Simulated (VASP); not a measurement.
BaRe:

```
CELL_PARAMETERS angstrom
1.50684 0.86997 5.91222
-1.50684 0.86997 5.91222
0.00000 -1.73994 5.91222
ATOMIC_POSITIONS crystal
Ba 0.00000 0.00000 0.00000
Re 0.50000 0.50000 0.50000
```

| Quantity | Value |
| --- | --- |
| Program | VASP 6.6.1 |
| Task | relaxation of cell and atoms |
| Functional | PBE |
| Potentials or basis | VASP PAW PBE potentials, release 64 (Ba_sv, Re) |
| Cutoff | 600 eV |
| k mesh | 21 × 21 × 21 |
| Occupations | gaussian, width 0.1 eV |
| Spin | no spin polarisation |

At the start: pressure 3.7 GPa; volume 23.25 Å³/atom.

Q: How do energy, volume and symmetry change on relaxing?

A: Over 10 steps the energy falls by 10.0 meV/atom and the volume is 24.03 Å³/atom (+3.3 %); space group R-3m (No. 166, to 0.05 Å).

Step by step:
| step | energy change (eV) | largest force (eV/Å) | pressure (GPa) | volume (Å³) |
| --- | --- | --- | --- | --- |
| 1 | 0.0000 | 0.0000 | 3.67 | 46.50 |
| 2 | 0.0062 | 0.0000 | -3.74 | 50.18 |
| 3 | -0.0196 | 0.0000 | -0.11 | 48.15 |
| 4 | -0.0196 | 0.0000 | -0.06 | 48.11 |
| 5 | -0.0200 | 0.0000 | 0.04 | 48.05 |
| 6 | -0.0200 | 0.0000 | 0.07 | 48.02 |
| 7 | -0.0200 | 0.0000 | 0.07 | 48.03 |
| 8 | -0.0200 | 0.0000 | 0.11 | 48.03 |
| 9 | -0.0200 | 0.0000 | -0.11 | 48.13 |
| 10 | -0.0200 | 0.0000 | 0.00 | 48.06 |

Final structure:
```xyz
2
Lattice="1.5301 0.8834 5.9252 -1.5301 0.8834 5.9252 0.0000 -1.7669 5.9252" Properties=species:S:1:pos:R:3 pbc="T T T"
Ba    0.0000    0.0000    0.0000
Re    0.0000    0.0000    8.8878
```
